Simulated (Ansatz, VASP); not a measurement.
## Two plane-wave programs on TiPd

```
Ti Pd
1.0
     3.18000    0.00000    0.00000
     0.00000    3.18000    0.00000
     0.00000    0.00000    3.18000
Ti Pd
1 1
Direct
  0.50000 0.50000 0.50000
  0.00000 0.00000 0.00000
```

Alike in both runs: task relaxation of cell and atoms; functional LDA; k mesh 6 × 6 × 6; occupations gaussian, width 0.1 eV; no spin polarisation.

|  | VASP | Ansatz |
| --- | --- | --- |
| version | VASP 6.6.1 | Ansatz 0.2.0 |
| potentials or method | VASP PAW LDA potentials, release 64 (Ti_sv, Pd), cutoff 500 eV | scalar-relativistic, plane waves, PAW |
| valence electrons in the cell | 22 | 30 |

```tsv
	VASP	Ansatz	Ansatz less VASP
gap on the k mesh at the Fermi level, each at its own relaxed structure (eV)	none	none	-
relaxed volume (Å³/atom)	14.94	14.90	-0.037
relaxed cell length with the largest relative difference (Å)	3.103	3.100	-0.0026
```

LDA's correlation is that of Perdew and Zunger in VASP and of Perdew and Wang (1992) in Ansatz. A gap of «none» marks a metal or a gap that the smearing closes. VASP's potentials hold 22 valence electrons a cell and Ansatz's 30, so a difference there can come from the potentials and not from the codes.
